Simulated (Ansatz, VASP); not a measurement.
**Li2Se: VASP beside Ansatz**

File INCAR:

```
SYSTEM = Li2Se
ALGO = Normal
EDIFF = 1E-6
ENCUT = 750
GGA = CA
GGA_COMPAT = .FALSE.
ISIF = 2
ISMEAR = -1
LASPH = .TRUE.
LCHARG = .FALSE.
LREAL = .FALSE.
LWAVE = .FALSE.
NBANDS = 13
NELM = 120
PREC = Accurate
SIGMA = 0.03
```

KPOINTS

```
k-points
0
G
  9 9 9
  0 0 0
```

The input POSCAR:

```
Li2Se
1.0
    0.0000000000      3.0025000000      3.0025000000
    3.0025000000      0.0000000000      3.0025000000
    3.0025000000      3.0025000000      0.0000000000
Li Se
2 1
Direct
    0.2500000000      0.2500000000      0.2500000000
    0.7500000000      0.7500000000      0.7500000000
    0.0000000000      0.0000000000      0.0000000000
```

Input for Ansatz:

```yaml
crystal:
  lattice:
    - [0.0, 3.0025, 3.0025]
    - [3.0025, 0.0, 3.0025]
    - [3.0025, 3.0025, 0.0]
  atoms:
    - { symbol: Li, position: [0.25, 0.25, 0.25] }
    - { symbol: Li, position: [0.75, 0.75, 0.75] }
    - { symbol: Se, position: [0.0, 0.0, 0.0] }
kpoints:
  mp_grid: { grid: [9, 9, 9] }
  band_path:
    path:
      - [0.0, 0.0, 0.0]
      - [0.5, 0.0, 0.5]
      - [0.625, 0.25, 0.625]
      - [0.375, 0.375, 0.75]
      - [0.0, 0.0, 0.0]
      - [0.5, 0.5, 0.5]
      - [0.5, 0.25, 0.75]
      - [0.5, 0.0, 0.5]
    npoints: 14
scf:
  occupations: { method: fermi_dirac, width: 0.03 }
hamiltonian:
  xc: lda
  pseudopotentials: { kind: all_electron, lapw: { basis_error: 0.001 } }
output:
  forces: true
  stress: true
  eigenvalues: true
  fatbands: true
  populations: true
  dos: { projected: true, de: 0.2, e_range: [-14, 8] }
```

Alike in both runs: task single point; functional LDA; k mesh 9 × 9 × 9; occupations fermi-dirac, width 0.03 eV; no spin polarisation.

```csv
,VASP,Ansatz
version,VASP 6.6.1,Ansatz 0.2.0
potentials or method,"VASP PAW LDA potentials, release 64 (Li_sv, Se), cutoff 750 eV","all-electron LAPW, scalar-relativistic"
```

|  | VASP | Ansatz | Ansatz less VASP |
| --- | --- | --- | --- |
| gap on the k mesh at the Fermi level (eV) | 2.89 | 2.89 | +0.004 |
| pressure (GPa) | -2.6 | -2.6 | +0.03 |

LDA's correlation is that of Perdew and Zunger in VASP and of Perdew and Wang (1992) in Ansatz. Ansatz ran all-electron here, and VASP with PAW potentials.
